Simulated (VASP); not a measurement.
# YPb (P-6m2) in VASP: further runs

The runs below take YPb through single point, relaxation of cell and atoms, with PBE.

All numbers are computed with VASP 6.6.1; they aren't measurements. Logs are shortened: lines on timing, memory, paths and dates and some standing lists are left out, and cuts for length are marked.

### Step 1. The cell of the first run

The structure is hexagonal, space group P-6m2 (No. 187). The conventional cell has a = 3.672 Å, b = 3.672 Å, c = 5.088 Å, α = 90.00°, β = 90.00°, γ = 120.00°. Y (site symmetry -6m2) has 6 Pb at 3.31 Å and 6 Y at 3.67 Å within 4.4 Å. Within 4.4 Å of Pb (site symmetry -6m2) lie 6 Y at 3.31 Å and 6 Pb at 3.67 Å.

### Step 2. Single point, PBE

The input, INCAR:

```
ALGO     = Normal         # electronic algorithm
EDIFF    = 1E-7           # SCF threshold, eV
ENCUT    = 520            # plane-wave cutoff, eV
GGA      = PE             # functional
ISIF     = 2              # what is computed and relaxed
ISMEAR   = 0              # smearing method
LASPH    = True           # aspherical terms in the spheres
LCHARG   = False          # write CHGCAR
LREAL    = False          # projectors in reciprocal space
LWAVE    = False          # write WAVECAR
NBANDS   = 20             # bands
NELM     = 100            # most SCF steps
PREC     = Accurate       # precision mode
SIGMA    = 0.1            # smearing width, eV
```

The input, KPOINTS:

```
k-points
0
Gamma
  18 18 10
```

The input, POSCAR:

```
YPb
1.0
    3.6717460660      0.0000000030      0.0000000000
   -1.8358730356      3.1798253679      0.0000000000
    0.0000000000      0.0000000000      5.0880450665
Y Pb
1 1
Direct
    0.6666666667      0.3333333333      0.5000000000
    0.3333333333      0.6666666667      0.0000000000
```

Potentials or basis: VASP PAW PBE potentials, release 64 (Y_sv, Pb_d).

On the command line:

```console
cat potpaw_PBE.64/Y_sv/POTCAR potpaw_PBE.64/Pb_d/POTCAR > POTCAR
mpirun -np 1 vasp_std > vasp.out
```

OUTCAR:

```text
EDIFF = 1E-7
   ENCUT = 520
   GGA = PE
   ISIF = 2
   ISMEAR = 0
   LASPH = True
   LREAL = False
   NELM = 100
   PREC = Accurate

 ion  position               nearest neighbor table
   1  0.667  0.333  0.500-   2 3.31   2 3.31   2 3.31   2 3.31   2 3.31   2 3.31
   2  0.333  0.667  0.000-   1 3.31   1 3.31   1 3.31   1 3.31   1 3.31   1 3.31

  LATTYP: Found a hexagonal cell.
 ALAT       =     3.6717460660
 C/A-ratio  =     1.3857290169

  Lattice vectors:

 A1 = (   3.6717460660,   0.0000000030,   0.0000000000)
 A2 = (  -1.8358730356,   3.1798253679,   0.0000000000)
 A3 = (   0.0000000000,   0.0000000000,   5.0880450665)

Analysis of symmetry for initial positions (statically):
=====================================================================
 Subroutine PRICEL returns:
 Original cell was already a primitive cell.

 Routine SETGRP: Setting up the symmetry group for a
 hexagonal supercell.

 Subroutine GETGRP returns: Found 12 space group operations
 (whereof 12 operations were pure point group operations)
 out of a pool of 24 trial point group operations.

The static configuration has the point symmetry D_3h.

Analysis of symmetry for dynamics (positions and initial velocities):
=====================================================================
 Subroutine PRICEL returns:
 Original cell was already a primitive cell.

 Routine SETGRP: Setting up the symmetry group for a
 hexagonal supercell.

 Subroutine GETGRP returns: Found 12 space group operations
 (whereof 12 operations were pure point group operations)
 out of a pool of 24 trial point group operations.

The dynamic configuration has the point symmetry D_3h.

 Subroutine INISYM returns: Found 12 space group operations
 (whereof 12 operations are pure point group operations),
 and found     1 'primitive' translations

----------------------------------------------------------------------------------------

                                     Primitive cell

  volume of cell :      59.4055

  direct lattice vectors                    reciprocal lattice vectors
     3.671746066  0.000000003  0.000000000     0.272349989  0.157241340  0.000000000
    -1.835873036  3.179825368  0.000000000    -0.000000000  0.314482679  0.000000000
     0.000000000  0.000000000  5.088045067     0.000000000  0.000000000  0.196539140

  length of vectors
     3.671746066  3.671746066  5.088045067     0.314482679  0.314482679  0.196539140

  position of ions in fractional coordinates (direct lattice)
     0.666666667  0.333333333  0.500000000
     0.333333333  0.666666667  0.000000000

  ion indices of the primitive-cell ions
   primitive index   ion index
                 1           1
                 2           2

----------------------------------------------------------------------------------------

 KPOINTS: k-points

Automatic generation of k-mesh.
 Grid dimensions read from file:
 generate k-points for:   18   18   10

 Generating k-lattice:

  Cartesian coordinates                     Fractional coordinates (reciprocal lattice)
     0.015130555  0.008735630  0.000000000     0.055555556 -0.000000000  0.000000000
    -0.000000000  0.017471260  0.000000000     0.000000000  0.055555556  0.000000000
     0.000000000  0.000000000  0.019653914     0.000000000  0.000000000  0.100000000

  Length of vectors
     0.017471260  0.017471260  0.019653914

  Shift w.r.t. Gamma in fractional coordinates (k-lattice)
     0.000000000  0.000000000  0.000000000

 Subroutine IBZKPT returns following result:
 ===========================================

 Found    222 irreducible k-points:

 Following reciprocal coordinates:
            Coordinates               Weight
  0.000000  0.000000  0.000000      1.000000
  0.055556  0.000000  0.000000      6.000000
  0.111111  0.000000  0.000000      6.000000
  0.166667  0.000000  0.000000      6.000000
  0.222222  0.000000  0.000000      6.000000
  0.277778  0.000000  0.000000      6.000000
[... 16 lines left out ...]
  0.333333  0.111111  0.000000     12.000000
  0.388889  0.111111  0.000000     12.000000
 [... further k-points ...]
   k-points           NKPTS =    222   k-points in BZ     NKDIM =    222   number of bands    NBANDS=     20
   number of dos      NEDOS =    301   number of ions     NIONS =      2
   total plane-waves  NPLWV =  31360
   dimension x,y,z NGX =    28 NGY =   28 NGZ =   40
   dimension x,y,z NGXF=    56 NGYF=   56 NGZF=   80
   ions per type =               1   1
   NGX,Y,Z   is equivalent  to a cutoff of  12.68, 12.68, 13.07 a.u.
   NGXF,Y,Z  is equivalent  to a cutoff of  25.36, 25.36, 26.14 a.u.
 SYSTEM =  unknown system
   PREC   = accura    normal or accurate (medium, high low for compatibility)
   ISTART =      0    job   : 0-new  1-cont  2-samecut
   ICHARG =      2    charge: 1-file 2-atom 10-const
   ISPIN  =      1    spin polarized calculation?
   LNONCOLLINEAR =      F non collinear calculations
   LSORBIT =      F    spin-orbit coupling
[... 78 lines left out ...]
      6     -11.1423      2.00000
[... 12 lines left out ...]
     19      11.5319      0.00000
     20      13.3396      0.00000

 k-point     3 :       0.1111    0.0000    0.0000
  band No.  band energies     occupation
      1     -37.4254      2.00000
      2     -17.4616      2.00000
      3     -17.2832      2.00000
      4     -17.2501      2.00000
      5     -11.1521      2.00000
      6     -11.1282      2.00000
[... 12 lines left out ...]
     19      11.1863      0.00000
     20      13.7291      0.00000

 k-point     4 :       0.1667    0.0000    0.0000
  band No.  band energies     occupation
      1     -37.4211      2.00000
      2     -17.4553      2.00000
      3     -17.3312      2.00000
      4     -17.2610      2.00000
      5     -11.1593      2.00000
      6     -11.1064      2.00000
[... 12 lines left out ...]
     19      10.9391      0.00000
     20      14.0839      0.00000

 k-point     5 :       0.2222    0.0000    0.0000
  band No.  band energies     occupation
      1     -37.4159      2.00000
      2     -17.4476      2.00000
      3     -17.3893      2.00000
      4     -17.2742      2.00000
      5     -11.1690      2.00000
      6     -11.0796      2.00000
[... 12 lines left out ...]
     19      10.7589      0.00000
     20      14.2134      0.00000

 k-point     6 :       0.2778    0.0000    0.0000
  band No.  band energies     occupation
      1     -37.4103      2.00000
      2     -17.4503      2.00000
      3     -17.4394      2.00000
      4     -17.2883      2.00000
      5     -11.1797      2.00000
      6     -11.0741      2.00000
[... 12 lines left out ...]
     19      10.6170      0.00000
     20      14.1352      0.00000

 k-point     7 :       0.3333    0.0000    0.0000
  band No.  band energies     occupation
      1     -37.4051      2.00000
      2     -17.5069      2.00000
      3     -17.4316      2.00000
      4     -17.3015      2.00000
      5     -11.1901      2.00000
      6     -11.0848      2.00000
[... 12 lines left out ...]
     19      10.5014      0.00000
     20      13.8342      0.00000
[... 277 lines left out ...]
 k-point    20 :       0.1667    0.1111    0.0000
  band No.  band energies     occupation
      1     -37.4138      2.00000
      2     -17.4446      2.00000
      3     -17.4040      2.00000
      4     -17.2875      2.00000
      5     -11.1581      2.00000
      6     -11.0946      2.00000
[... 12 lines left out ...]
     19      11.2757      0.00000
     20      14.4718      0.00000

 k-point    21 :       0.2222    0.1111    0.0000
  band No.  band energies     occupation
      1     -37.4086      2.00000
      2     -17.4565      2.00000
      3     -17.4368      2.00000
      4     -17.3054      2.00000
      5     -11.1647      2.00000
      6     -11.0768      2.00000
[... 12 lines left out ...]
     19      11.1873      0.00000
     20      14.1374      0.00000

 k-point    22 :       0.2778    0.1111    0.0000
  band No.  band energies     occupation
      1     -37.4037      2.00000
      2     -17.5053      2.00000
      3     -17.4295      2.00000
      4     -17.3223      2.00000
      5     -11.1722      2.00000
      6     -11.0867      2.00000
[... 12 lines left out ...]
     19      11.0398      0.00000
     20      13.9700      0.00000

 k-point    23 :       0.3333    0.1111    0.0000
  band No.  band energies     occupation
      1     -37.3997      2.00000
      2     -17.5446      2.00000
      3     -17.4236      2.00000
      4     -17.3361      2.00000
      5     -11.1789      2.00000
      6     -11.0947      2.00000
[... 12 lines left out ...]
     19      10.8284      0.00000
     20      13.8729      0.00000

 k-point    24 :       0.3889    0.1111    0.0000
  band No.  band energies     occupation
      1     -37.3970      2.00000
      2     -17.5700      2.00000
      3     -17.4196      2.00000
      4     -17.3450      2.00000
      5     -11.1834      2.00000
      6     -11.1000      2.00000
[... 12 lines left out ...]
     19      10.8428      0.00000
     20      13.1810      0.00000

 [... further k-points ...]

------------------------ aborting loop because EDIFF is reached ----------------------------------------

  FORCE on cell =-STRESS in cart. coord.  units (eV):
  Direction    XX          YY          ZZ          XY          YZ          ZX
  --------------------------------------------------------------------------------------
  -------------------------------------------------------------------------------------
  Total       -0.0292067     -0.0292067     -0.0324521      0.0000000      0.0000000      0.0000000
  in kB       -0.7877105     -0.7877105     -0.8752382      0.0000000      0.0000000      0.0000000
  external PRESSURE =      -0.8168864 kB  Pullay stress =       0.0000000 kB

 VOLUME and BASIS-vectors are now :
 -----------------------------------------------------------------------------
  energy-cutoff  :      520.00
  volume of cell :       59.41
      direct lattice vectors                 reciprocal lattice vectors
     3.671746066  0.000000003  0.000000000     0.272349989  0.157241340  0.000000000
    -1.835873036  3.179825368  0.000000000    -0.000000000  0.314482679  0.000000000
     0.000000000  0.000000000  5.088045067     0.000000000  0.000000000  0.196539140

 POSITION                                       TOTAL-FORCE (eV/Angst)
 -----------------------------------------------------------------------------------
      1.83587      1.05994      2.54402        -0.000000      0.000000      0.000000
     -0.00000      2.11988      0.00000         0.000000     -0.000000      0.000000
 -----------------------------------------------------------------------------------
    total drift:                               -0.000000      0.000000     -0.000000

  FREE ENERGIE OF THE ION-ELECTRON SYSTEM (eV)
  ---------------------------------------------------
  free  energy   TOTEN  =       -10.7082917259 eV

  energy  without entropy=      -10.6948794626  energy(sigma->0) =      -10.70158559
```

Wall time 2 min (1 thread of Intel Xeon 6975P-C (Granite Rapids), shared host); peak memory 0.42 GiB.

What came out:

```
Free energy            : -10.7083 eV
Pressure               : -0.1 GPa
Band gap on the k mesh : zero (an odd number of electrons rules out a gap without spin polarisation)
```

Levels at points of the mesh, in eV from the Fermi level:
```csv
k point,band 9,band 10,band 11,band 12,band 13,band 14,band 15,band 16,band 17,band 18
"(0.00, 0.00, 0.00)",-16.55,-10.14,-1.73,-1.39,1.38,1.38,3.31,3.31,4.14,6.16
"(0.50, 0.00, 0.00)",-16.49,-7.71,-3.63,-1.52,-0.36,2.59,2.74,3.27,3.91,4.78
"(0.00, 0.00, 0.50)",-16.54,-9.58,-4.60,0.59,1.76,1.76,2.73,2.73,6.02,6.02
"(0.50, 0.00, 0.50)",-16.49,-7.75,-2.94,-1.98,0.03,0.85,2.03,2.93,4.79,6.22
```

Caveat: spin-orbit coupling is left out, which moves the levels of the heavy elements.

### Step 3. Relaxation of cell and atoms, PBE

This run uses another cell than the first one, of 30.99 Å³/atom.

The input, INCAR:

```
SYSTEM = YPb
  ALGO = Normal
  EDIFF = 1E-7
  EDIFFG = -0.01
  ENCUT = 600
  GGA = PE
  IBRION = 2
  ISIF = 3
  ISMEAR = 0
  LASPH = .TRUE.
  LCHARG = .FALSE.
  LREAL = .FALSE.
  LWAVE = .FALSE.
  NELM = 100
  NSW = 100
  PREC = Accurate
  SIGMA = 0.1
```

The input, KPOINTS:

```
k-points
0
G
  18 18 10
  0 0 0
```

The input, POSCAR:

```
YPb
1.0
    3.5255898500      0.0000000000      0.0000000000
   -1.7627949300      3.0532503700      0.0000000000
    0.0000000000      0.0000000000      5.7572882300
Y Pb
1 1
Direct
    0.6666666700      0.3333333300      0.5000000000
    0.3333333300      0.6666666700      0.0000000000
```

Potentials or basis: VASP PAW PBE potentials, release 64 (Y_sv, Pb_d).

On the command line:

```console
cat potpaw_PBE.64/Y_sv/POTCAR potpaw_PBE.64/Pb_d/POTCAR > POTCAR
mpirun -np 1 vasp_std > vasp.out
```

Wall time 11 min (1 thread of Intel Xeon 6975P-C (Granite Rapids), shared host); peak memory 0.47 GiB.

Results (log left out):

- Free energy: -10.7082 eV
- Relaxed volume: 29.67 Å³/atom
- Relaxed cell: a = 3.670 Å, b = 3.670 Å, c = 5.088 Å, α = 90.00°, β = 90.00°, γ = 120.00°
- Space group after relaxing (to 0.1 Å): P-6m2 (No. 187)
- Energy gained by relaxing: 76.7 meV/atom
- Ionic steps: 8
- Pressure after relaxing: 0.0 GPa
- Band gap on the k mesh: zero (an odd number of electrons rules out a gap without spin polarisation)

Step by step:
| step | energy change (eV) | largest force (eV/Å) | pressure (GPa) | volume (Å³) |
| --- | --- | --- | --- | --- |
| 1 | 0.0000 | 0.0000 | -2.04 | 61.97 |
| 2 | -0.0982 | 0.0000 | 0.44 | 58.43 |
| 3 | -0.1109 | 0.0000 | 1.85 | 56.97 |
| 4 | -0.1494 | 0.0000 | 0.38 | 58.72 |
| 5 | -0.1532 | 0.0000 | -0.15 | 59.47 |
| 6 | -0.1532 | 0.0000 | -0.18 | 59.52 |
| 7 | -0.1533 | 0.0000 | 0.06 | 59.28 |
| 8 | -0.1534 | 0.0000 | 0.00 | 59.34 |

Final structure:
```yaml
crystal:
  lattice:
    - [3.66953, 0.00000, 0.00000]
    - [-1.83477, 3.17791, 0.00000]
    - [0.00000, 0.00000, 5.08822]
  atoms:
    - { symbol: Y, position: [0.66667, 0.33333, 0.50000] }
    - { symbol: Pb, position: [0.33333, 0.66667, 0.00000] }
```

Levels at points of the mesh, in eV from the Fermi level:
```
           k point  band 10  band 11  band 12  band 13  band 14  band 15  band 16
(0.00, 0.00, 0.00)   -10.15    -1.73    -1.40     1.38     1.38     3.31     3.31
(0.50, 0.00, 0.00)    -7.71    -3.64    -1.53    -0.36     2.59     2.75     3.27
(0.00, 0.00, 0.50)    -9.59    -4.60     0.59     1.76     1.76     2.74     2.74
(0.50, 0.00, 0.50)    -7.75    -2.94    -1.98     0.03     0.85     2.03     2.94
```

Caveat: spin-orbit coupling is left out, which moves the levels of the heavy elements.

### Step 4. Single point, PBE

This run uses another cell than the first one, of 30.99 Å³/atom.

The input, INCAR:

```
SYSTEM = YPb
  PREC = Accurate
  ENCUT = 520
  EDIFF = 1E-6
  ISMEAR = 0
  SIGMA = 0.1
  LREAL = .FALSE.
  LASPH = .TRUE.
  NELM = 100
  ALGO = Normal
  ISIF = 2
  LWAVE = .FALSE.
  LCHARG = .TRUE.
  GGA = PE
  LELF = .TRUE.
  LVHAR = .TRUE.
  NBANDS = 20
```

The input, KPOINTS:

```
regular mesh
0
G
  6 6 4
  0 0 0
```

POSCAR is that of step 3.

On the command line:

```console
cat potpaw_PBE.64/Y_sv/POTCAR potpaw_PBE.64/Pb_d/POTCAR > POTCAR
mpirun -np 1 vasp_std > vasp.out
```

Run time: 18 s. Hardware: 1 thread of Intel Xeon 6975P-C (Granite Rapids), shared host; peak memory 0.21 GiB.

Results (log left out):

```
Free energy            : -10.5308 eV
Pressure               : -2.0 GPa
Band gap on the k mesh : zero (an odd number of electrons rules out a gap without spin polarisation)
```

Stress tensor (GPa, compression positive):
```
-0.08  0.00  0.00
 0.00 -0.08  0.00
 0.00  0.00 -5.93
```

Levels at points of the mesh, in eV from the Fermi level:
| k point | band 9 | band 10 | band 11 | band 12 | band 13 | band 14 | band 15 | band 16 | band 17 | band 18 |
| --- | --- | --- | --- | --- | --- | --- | --- | --- | --- | --- |
| (0.00, 0.00, 0.00) | -16.63 | -10.33 | -2.37 | -2.24 | 1.85 | 1.85 | 3.03 | 3.79 | 3.79 | 6.73 |
| (0.50, 0.00, 0.00) | -16.59 | -7.47 | -3.58 | -1.52 | -0.63 | 2.82 | 3.02 | 3.11 | 3.26 | 4.01 |
| (0.00, 0.00, 0.50) | -16.63 | -10.05 | -4.60 | -0.35 | 1.96 | 1.96 | 3.57 | 3.57 | 4.84 | 6.70 |
| (0.50, 0.00, 0.50) | -16.59 | -7.52 | -3.19 | -1.67 | -0.01 | 1.62 | 1.67 | 1.78 | 5.42 | 5.54 |

Caveat: the stress differs along the axes, from -6 to -0 GPa; spin-orbit coupling is left out, which moves the levels of the heavy elements.

### Step 5. Overview

| task | cell | k mesh | cutoff (eV) | gap on the mesh (eV) | pressure (GPa) |
| --- | --- | --- | --- | --- | --- |
| single point | a = 3.672, b = 3.672, c = 5.088 Å, angles 90.0, 90.0, 120.0°, 2 atoms | 18 × 18 × 10 | 520 | none | -0.1 |
| relaxation of cell and atoms | relaxed from a = 3.526, b = 3.526, c = 5.757 Å, angles 90.0, 90.0, 120.0°, 2 atoms | 18 × 18 × 10 | 600 | none | 0.0 |
| single point | a = 3.526, b = 3.526, c = 5.757 Å, angles 90.0, 90.0, 120.0°, 2 atoms | 6 × 6 × 4 | 520 | none | -2.0 |

Alike in all rows: level PBE; potentials or basis VASP PAW PBE potentials, release 64 (Y_sv, Pb_d); no spin polarisation; smearing gaussian 0.1 eV.

Caveats: spin-orbit coupling is left out, which moves the levels of the heavy elements; the stress differs along the axes, from -6 to -0 GPa (at least some runs).

Absolute energies hang on the potentials; compare differences alone.
